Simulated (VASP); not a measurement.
Runs of VASP 6.6.1 on Zr2S3. The structure is that of space group P4/mmm (No. 123), or close to it. The cells are those of the table. 

```tsv
task	spin	cell	k mesh	cutoff (eV)	k mesh for the DOS	occupations for the DOS	gap on the mesh (eV)	pressure (GPa)	relaxed volume (Å³/atom)	largest force (eV/Å)
relaxation of cell and atoms	off	relaxed from a = 4.132, b = 4.132, c = 6.109 Å, 5 atoms	10 × 10 × 6	600	-	-	none	0.0	(a)	0.01
relaxation of cell and atoms	off	relaxed from a = 4.181, b = 4.181, c = 6.953 Å, 5 atoms	4 × 4 × 4	600	-	-	none	-0.1	20.93	0.01
single point	off	a = 4.132, b = 4.132, c = 6.109 Å, 5 atoms	4 × 4 × 4	520	-	-	none	-0.1	-	0.03
single point	off	a = 4.115, b = 4.115, c = 6.158 Å, 5 atoms	10 × 10 × 6	520	-	-	none	0.0	-	-
single point	off	a = 4.181, b = 4.181, c = 6.953 Å, 5 atoms	4 × 4 × 4	520	-	-	none	-13.6	-	2.29
single point	collinear, ferromagnetic start	a = 4.132, b = 4.132, c = 6.109 Å, 5 atoms	4 × 4 × 4	520	-	-	none	-0.1	-	0.03
```

Alike in all rows: level PBE; potentials or basis VASP PAW PBE potentials, release 64 (Zr_sv, S); smearing gaussian 0.1 eV.

Fill in the values left out.

(a) 20.85.

Caveats: some runs use coarse meshes; forces of over 1 eV/Å act on the atoms, so gaps and moduli don't describe the material at rest (some runs).

A k mesh can miss the band edges, and the runs leave out spin-orbit coupling on Zr.

A gap of «none» marks levels without a gap at the run's occupations.
